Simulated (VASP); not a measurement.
# Mo (C2/m) in VASP: single point with r2SCAN

Aim: the single point of Mo with r2SCAN.

Everything below comes from runs of VASP 6.6.1. Logs are shortened: lines on timing, memory, paths and dates and some standing lists are left out, and cuts for length are marked.

## Step 1: The cell of the first run

The typed cell holds 1 atom: a = 3.148 Å, b = 2.725 Å, c = 2.731 Å, α = 109.42°, β = 54.85°, γ = 125.27°.

## Step 2: Single point, r2SCAN

Contents of POSCAR:

```
Mo
1.0
    3.0129409139      0.0039668281      0.9107324196
   -1.5085387853      2.2230139588     -0.4581994295
    0.8588452541      0.0041025797      2.5927878721
Mo
1
Direct
    0.0000000000      0.0000000000      0.5000000000
```

Contents of INCAR.step1:

```
PREC = Accurate
ENCUT = 520
ISMEAR = 0
SIGMA = 0.15
LREAL = False
LASPH = True
NELM = 80
NBANDS = 13
GGA = PE
ALGO = Normal
EDIFF = 1E-4
LWAVE = True
LCHARG = False
```

Contents of INCAR.step2:

```
PREC = Accurate
ENCUT = 520
EDIFF = 1E-7
ISMEAR = 0
SIGMA = 0.15
LREAL = False
LASPH = True
NELM = 80
ALGO = Normal
ISIF = 2
LWAVE = False
LCHARG = False
METAGGA = R2SCAN
LMIXTAU = True
NBANDS = 13
ISTART = 1
```

Contents of KPOINTS:

```
Automatic mesh
0
Gamma
  12 12 14
```

Potentials or basis: VASP PAW PBE potentials, release 64 (Mo_sv).

Started as:

```
$ cat potpaw_PBE.64/Mo_sv/POTCAR > POTCAR
$ cp INCAR.step1 INCAR
$ mpirun -np 1 vasp_std > vasp.out
$ cp INCAR.step2 INCAR
$ mpirun -np 1 vasp_std > vasp.out
```

OUTCAR:

```text
PREC = Accurate
   ENCUT = 520
   EDIFF = 1E-7
   ISMEAR = 0
   LREAL = False
   LASPH = True
   NELM = 80
   ISIF = 2
   METAGGA = R2SCAN
   ISTART = 1

 ion  position               nearest neighbor table
   1  0.000  0.000  0.500-

  LATTYP: Found a base centered monoclinic cell.
 ALAT       =     3.1475803765
 B/A-ratio  =     1.4137844769
 C/A-ratio  =     0.8677564527
 COS(beta)  =    -0.5756601168

  Lattice vectors:

 A1 = (  -1.5085387853,   2.2230139588,  -0.4581994295)
 A2 = (  -1.5044021286,  -2.2269807869,  -0.4525329901)
 A3 = (   0.8588452541,   0.0041025797,   2.5927878721)

Analysis of symmetry for initial positions (statically):
=====================================================================
 Subroutine PRICEL returns:
 Original cell was already a primitive cell.

 Routine SETGRP: Setting up the symmetry group for a
 base centered monoclinic supercell.

 Subroutine GETGRP returns: Found  4 space group operations
 (whereof  4 operations were pure point group operations)
 out of a pool of  4 trial point group operations.

The static configuration has the point symmetry C_2h.

Analysis of symmetry for dynamics (positions and initial velocities):
=====================================================================
 Subroutine PRICEL returns:
 Original cell was already a primitive cell.

 Routine SETGRP: Setting up the symmetry group for a
 base centered monoclinic supercell.

 Subroutine GETGRP returns: Found  4 space group operations
 (whereof  4 operations were pure point group operations)
 out of a pool of  4 trial point group operations.

The dynamic configuration has the point symmetry C_2h.

 Subroutine INISYM returns: Found  4 space group operations
 (whereof  4 operations are pure point group operations),
 and found     1 'primitive' translations

----------------------------------------------------------------------------------------

                                     Primitive cell

  volume of cell :      15.6412

  direct lattice vectors                    reciprocal lattice vectors
     3.012940914  0.003966828  0.910732420     0.368621824  0.224906097 -0.122459613
    -1.508538785  2.223013959 -0.458199429    -0.000418689  0.449437615 -0.000572459
     0.858845254  0.004102580  2.592787872    -0.129554636  0.000425328  0.428598749

  length of vectors
     3.147580376  2.725330630  2.731333182     0.448844248  0.449438174  0.447751575

  position of ions in fractional coordinates (direct lattice)
     0.000000000  1.000000000  0.500000000

  ion indices of the primitive-cell ions
   primitive index   ion index
                 1           1

----------------------------------------------------------------------------------------

 KPOINTS: Automatic mesh

Automatic generation of k-mesh.
 Grid dimensions read from file:
 generate k-points for:   12   12   14

 Generating k-lattice:

  Cartesian coordinates                     Fractional coordinates (reciprocal lattice)
     0.030718485  0.018742175 -0.010204968     0.083333333 -0.000000000  0.000000000
    -0.000034891  0.037453135 -0.000047705    -0.000000000  0.083333333  0.000000000
    -0.009253903  0.000030381  0.030614196     0.000000000 -0.000000000  0.071428571

  Length of vectors
     0.037403687  0.037453181  0.031982255

  Shift w.r.t. Gamma in fractional coordinates (k-lattice)
     0.000000000  0.000000000  0.000000000

 Subroutine IBZKPT returns following result:
 ===========================================

 Found    554 irreducible k-points:

 Following reciprocal coordinates:
            Coordinates               Weight
  0.000000  0.000000  0.000000      1.000000
  0.083333 -0.000000 -0.000000      4.000000
  0.166667 -0.000000 -0.000000      4.000000
  0.250000 -0.000000 -0.000000      4.000000
  0.333333 -0.000000 -0.000000      4.000000
  0.416667 -0.000000 -0.000000      4.000000
[... 16 lines left out ...]
  0.333333  0.166667 -0.000000      4.000000
  0.416667  0.166667 -0.000000      4.000000
 [... further k-points ...]
   k-points           NKPTS =    554   k-points in BZ     NKDIM =    554   number of bands    NBANDS=     13
   number of dos      NEDOS =    301   number of ions     NIONS =      1
   total plane-waves  NPLWV =   9600
   dimension x,y,z NGX =    24 NGY =   20 NGZ =   20
   dimension x,y,z NGXF=    48 NGYF=   40 NGZF=   40
   ions per type =               1
   NGX,Y,Z   is equivalent  to a cutoff of  12.68, 12.20, 12.17 a.u.
   NGXF,Y,Z  is equivalent  to a cutoff of  25.35, 24.40, 24.35 a.u.
 SYSTEM =  unknown system
   PREC   = accura    normal or accurate (medium, high low for compatibility)
   ISTART =      1    job   : 0-new  1-cont  2-samecut
   ICHARG =      0    charge: 1-file 2-atom 10-const
   ISPIN  =      1    spin polarized calculation?
   LNONCOLLINEAR =      F non collinear calculations
   LSORBIT =      F    spin-orbit coupling
   LASPH  =      T    aspherical Exc in radial PAW
   ENCUT  =  520.0 eV  38.22 Ry    6.18 a.u.   5.85  5.07  5.08*2*pi/ulx,y,z
   NELM   =     80;   NELMIN=  2; NELMDL=  0     # of ELM steps
   EDIFF  = 0.1E-06   stopping-criterion for ELM
   LREAL  =      F    real-space projection
   EDIFFG = 0.1E-05   stopping-criterion for IOM
   NSW    =      0    number of steps for IOM
   IBRION =     -1    ionic relax: 0-MD 1-quasi-New 2-CG
   NFREE  =      0    steps in history (QN), initial steepest desc. (CG)
   ISIF   =      2    stress and relaxation
   ISYM   =      2    0-nonsym 1-usesym 2-fastsym
   POTIM  = 0.5000    time-step for ionic-motion
   TEBEG  =    0.0;   TEEND  =   0.0 temperature during run
   PSTRESS=    0.0 pullay stress
   NELECT =      14.0000    total number of electrons
   NUPDOWN=      -1.0000    fix difference up-down
   EMIN   =  10.00;   EMAX   =-10.00  energy-range for DOS
   EFERMI =   0.00;   METHOD = LEGACY
   ISMEAR =     0;   SIGMA  =   0.15  broadening in eV -4-tet -1-fermi 0-gaus
   EFERMI_NEDOS =   21; number of points for ismear=-14 and -15
   IALGO  =     38    algorithm
   IMIX   =      4    mixing-type and parameters
     AMIX     =   0.40;   BMIX     =  1.00
     AMIX_MAG =   1.60;   BMIX_MAG =  1.00
  volume/ion in A,a.u.               =      15.64       105.55
  Fermi-wavevector in a.u.,A,eV,Ry     =   1.577712  2.981442 33.867263  2.489174
  Thomas-Fermi vector in A             =   2.678352
   LORBIT       =      0    0 simple, 1 ext, 2 COOP (PROOUT), +10 PAW based schemes
   METAGGA = R2SCAN    functional components
   LHFCALC =     F    Hartree Fock is set to
   AEXX    =    0.0000 exact exchange contribution
   IVDW    =     0    specifies the selected vdW correction
   LEPSILON=     F    determine dielectric tensor
   LRPA    =     F    only Hartree local field effects (RPA)
 non-spin polarized calculation
 Gauss-broadening in eV      SIGMA  =   0.15
  energy-cutoff  :      520.00
  volume of cell :       15.64
 maximum number of plane-waves:       434
   NGX = 11   NGY = 11   NGZ = 11

 number of electron      13.9999999 magnetization

 Free energy of the ion-electron system (eV)
  ---------------------------------------------------
  ext. energy  EPLUGINS =         0.00000000
  ---------------------------------------------------
  free energy    TOTEN  =       -26.08779993 eV

  energy without entropy =      -26.08315965  energy(sigma->0) =      -26.08547979

 E-fermi :  12.5484     XC(G=0): -14.6340

 val. band max:       12.5330516453   @ k =  -0.0000   0.4167   0.2857
 cond. band min:      12.5596997381   @ k =  -0.0833   0.2500   0.2857
 fundamental gap:      0.0266480928
 Fermi energy:        12.5484103022

 k-point     1 :       0.0000    0.0000    0.0000
  band No.  band energies     occupation
      1     -50.6901      2.00000
      2     -23.1739      2.00000
      3     -23.1619      2.00000
      4     -23.1520      2.00000
      5       4.8783      2.00000
      6      11.0901      2.00000
      7      11.1002      2.00000
      8      11.1541      2.00000
      9      14.4367      0.00000
     10      14.4627      0.00000
     11      27.9849      0.00000
     12      28.0553      0.00000
     13      28.0632      0.00000

 k-point     2 :       0.0833   -0.0000   -0.0000
  band No.  band energies     occupation
      1     -50.6710      2.00000
      2     -23.2681      2.00000
      3     -23.1977      2.00000
      4     -23.1636      2.00000
      5       5.1979      2.00000
      6      10.9231      2.00000
      7      11.0843      2.00000
      8      11.4193      2.00000
      9      14.2003      0.00000
     10      14.4478      0.00000
     11      28.2654      0.00000
     12      28.5606      0.00000
     13      28.6411      0.00000

 k-point     3 :       0.1667   -0.0000   -0.0000
  band No.  band energies     occupation
      1     -50.6184      2.00000
      2     -23.5562      2.00000
      3     -23.2853      2.00000
      4     -23.1679      2.00000
      5       6.0423      2.00000
      6      10.4652      2.00000
      7      10.9238      2.00000
      8      12.2889      1.98557
      9      13.8335      0.00000
     10      14.4858      0.00000
     11      28.5834      0.00000
     12      29.6861      0.00000
     13      30.0877      0.00000
[... 305 lines left out ...]
 k-point    23 :       0.3333    0.1667   -0.0000
  band No.  band energies     occupation
      1     -50.3974      2.00000
      2     -24.4789      2.00000
      3     -23.7301      2.00000
      4     -23.2980      2.00000
      5       7.8422      2.00000
      6       9.2763      2.00000
      7      11.5258      2.00000
      8      14.1234      0.00000
      9      15.3528      0.00000
     10      18.6860      0.00000
     11      25.0483      0.00000
     12      26.6156      0.00000
     13      30.1104      0.00000

 k-point    24 :       0.4167    0.1667   -0.0000
  band No.  band energies     occupation
      1     -50.3805      2.00000
      2     -24.5345      2.00000
      3     -23.7813      2.00000
      4     -23.3017      2.00000
      5       7.7271      2.00000
      6       9.2017      2.00000
      7      11.9578      2.00000
      8      14.2358      0.00000
      9      15.5670      0.00000
     10      19.5871      0.00000
     11      24.0705      0.00000
     12      26.0640      0.00000
     13      29.5899      0.00000

 [... further k-points ...]
[... 5 lines left out ...]
  --------------------------------------------------------------------------------------
  -------------------------------------------------------------------------------------
  Total        0.1123756      0.1118305      0.1131681      0.0000023      0.0000029      0.0012360
  in kB       11.5109956     11.4551617     11.5921712      0.0002360      0.0002965      0.1266091
  external PRESSURE =      11.5194428 kB  Pullay stress =       0.0000000 kB

 VOLUME and BASIS-vectors are now :
 -----------------------------------------------------------------------------
  energy-cutoff  :      520.00
  volume of cell :       15.64
      direct lattice vectors                 reciprocal lattice vectors
     3.012940914  0.003966828  0.910732420     0.368621824  0.224906097 -0.122459613
    -1.508538785  2.223013959 -0.458199429    -0.000418689  0.449437615 -0.000572459
     0.858845254  0.004102580  2.592787872    -0.129554636  0.000425328  0.428598749

 POSITION                                       TOTAL-FORCE (eV/Angst)
 -----------------------------------------------------------------------------------
      0.42942      0.00205      1.29639         0.000000      0.000000      0.000000
 -----------------------------------------------------------------------------------
    total drift:                                0.000000      0.000000     -0.000000

  FREE ENERGIE OF THE ION-ELECTRON SYSTEM (eV)
  ---------------------------------------------------
  free  energy   TOTEN  =       -26.0877999323 eV

  energy  without entropy=      -26.0831596460  energy(sigma->0) =      -26.08547979
```

Run time: 2.2 min. Hardware: 1 thread of Intel Xeon Platinum 8559C (Emerald Rapids), shared host; peak memory 0.22 GiB.

What came out:

```
Free energy            : -26.0878 eV
Pressure               : 1.2 GPa
Band gap on the k mesh : zero (band 7 reaches 16.64 eV, above the bottom of band 8 at 11.15 eV)
```

Caveat: the cell differs from its parent crystal (cell sheared at random, sigma 0.01, atoms nudged by 0.01 Å, then relaxed in part); the PAW data sets were made with another functional, which shifts forces and pressure a little.
